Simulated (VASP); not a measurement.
Te, 3 atoms in the cell. The structure is trigonal, space group P3_121 (No. 152). Conventional cell: a = 4.454 Å, b = 4.454 Å, c = 5.924 Å, α = 90.00°, β = 90.00°, γ = 120.00°. Te (site symmetry 2) has 6 Te at 2.86 to 3.47 Å within 3.8 Å. 

```yaml
Program: VASP 6.6.1
Task: single point
Functional: RPBE
Potentials_or_basis: VASP PAW PBE potentials, release 64 (Te)
Cutoff: 520 eV
k_mesh: 6 × 6 × 4
Occupations: fermi-dirac, width 0.05 eV
Spin: no spin polarisation
Dipole_correction: no
Further_INCAR_settings: ALGO = Normal; EDIFF = 1e-06; NBANDS = 16
```

Potentials or basis: VASP PAW PBE potentials, release 64 (Te).

Run with:

```sh
$ cat potpaw_PBE.64/Te/POTCAR > POTCAR
$ mpirun -np 1 vasp_std > vasp.out
```

Hardware: 1 thread of Intel Xeon 8259CL, with other jobs on the host.

Estimate the wall time of this run.

Wall time 98 s on 1 thread of Intel Xeon 8259CL (shared host), peak memory 0.24 GiB. Counts: scf iterations 14, k points 24.
